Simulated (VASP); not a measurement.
A run of VASP 6.6.1:

The input INCAR:

```
PREC = Accurate ; ENCUT = 500
EDIFF = 1E-6 ; ISMEAR = 0
SIGMA = 0.01 ; LREAL = False
LASPH = True ; NELM = 120
ALGO = Normal ; ISIF = 2
LWAVE = False ; LCHARG = True
LELF = True ; LVHAR = True
NBANDS = 11 ; GGA_COMPAT = False
```

The input KPOINTS:

```
Automatic mesh
0
Gamma
  8 8 8
```

POSCAR

```
NaH
1.0
    0.0000000000      2.3455511077      2.3455511077
    2.3455511077      0.0000000000      2.3455511077
    2.3455511077      2.3455511077      0.0000000000
Na H
1 1
Direct
    0.0000000000      0.0000000000      0.0000000000
    0.5000000000      0.5000000000      0.5000000000
```

Potentials or basis: VASP PAW LDA potentials, release 64 (Na_pv, H).

The run is started by

```bash
$ cat potpaw_LDA.64/Na_pv/POTCAR potpaw_LDA.64/H/POTCAR > POTCAR
$ mpirun -np 1 vasp_std > vasp.out
```

Hardware: 1 thread of Intel Xeon 8259CL, with other jobs on the host.

Q: How long does it take, and how much memory?

A: Run time: 9 s on 1 thread of Intel Xeon 8259CL (shared host), peak memory 0.12 GiB. Counts: scf iterations 11, k points 29.
